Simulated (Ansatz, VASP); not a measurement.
ZrTeBr in VASP and in Ansatz

File INCAR:

```
SYSTEM = ZrTeBr
PREC = Accurate ; ENCUT = 520
EDIFF = 1E-7 ; ISMEAR = 0
SIGMA = 0.1 ; LREAL = .False.
LASPH = .True. ; NELM = 60
ALGO = Normal ; ISIF = 2
LWAVE = .False. ; LCHARG = .True.
GGA = PE ; LELF = .True.
LVHAR = .True. ; NBANDS = 20
```

KPOINTS

```
Automatic mesh
0
Gamma
  12 12 12
  0 0 0
```

POSCAR

```
ZrTeBr
1.0
    5.0039313087      0.0000000000      0.0000000000
   -2.5019656543      4.3335316322      0.0000000000
    0.0000000000      0.0000000000      3.6695302109
Zr Te Br
1 1 1
Direct
    0.0000000000      0.0000000000      0.5000000000
    0.3333333333      0.6666666667      0.5000000000
    0.6666666667      0.3333333333      0.0000000000
```

Input for Ansatz:

```yaml
crystal:
  lattice:
    - [5.0039313087, 0.0, 0.0]
    - [-2.5019656543, 4.3335316322, 0.0]
    - [0.0, 0.0, 3.6695302109]
  atoms:
    - { symbol: Zr, position: [0.0, 0.0, 0.5] }
    - { symbol: Te, position: [0.3333333333, 0.6666666667, 0.5] }
    - { symbol: Br, position: [0.6666666667, 0.3333333333, 0.0] }
basis:
  ecutwfc: 420
kpoints:
  mp_grid: { grid: [12, 12, 12] }
  band_path:
    path:
      - [[0.0, 0.0, 0.0], [0.5, 0.0, 0.0], [0.33333333, 0.33333333, 0.0], [0.0, 0.0, 0.0], [0.0, 0.0, 0.5], [0.5, 0.0, 0.5], [0.33333333, 0.33333333, 0.5], [0.0, 0.0, 0.5]]
      - [[0.5, 0.0, 0.5], [0.5, 0.0, 0.0]]
      - [[0.33333333, 0.33333333, 0.5], [0.33333333, 0.33333333, 0.0]]
    npoints: 14
hamiltonian:
  xc: pbe
scf:
  occupations: { method: gaussian, width: 0.1 }
  n_extra_bands: 7
output:
  forces: true
  stress: true
  eigenvalues: true
  populations: true
  dos: { projected: true, de: 0.02, nscf_kmesh: { grid: [15, 15, 15] } }
  bader: true
```

Alike in both runs: task single point; functional PBE; k mesh 12 × 12 × 12; occupations gaussian, width 0.1 eV; no spin polarisation.

|  | VASP | Ansatz |
| --- | --- | --- |
| version | VASP 6.6.1 | Ansatz 0.2.0 |
| potentials or method | VASP PAW PBE potentials, release 64 (Zr_sv, Te, Br), cutoff 520 eV | scalar-relativistic, plane waves, PAW |
| valence electrons in the cell | 25 | 35 |

```tsv
	VASP	Ansatz	Ansatz less VASP
gap on the k mesh at the Fermi level (eV)	none	none	-
pressure (GPa)	0.0	0.0	-0.01
```

A gap of «none» marks a metal or a gap that the smearing closes. With one functional, cell and mesh, what is left measures potentials, basis and numerics. VASP's potentials hold 25 valence electrons a cell and Ansatz's 35, so a difference there can come from the potentials and not from the codes.

Spin-orbit coupling is off throughout.
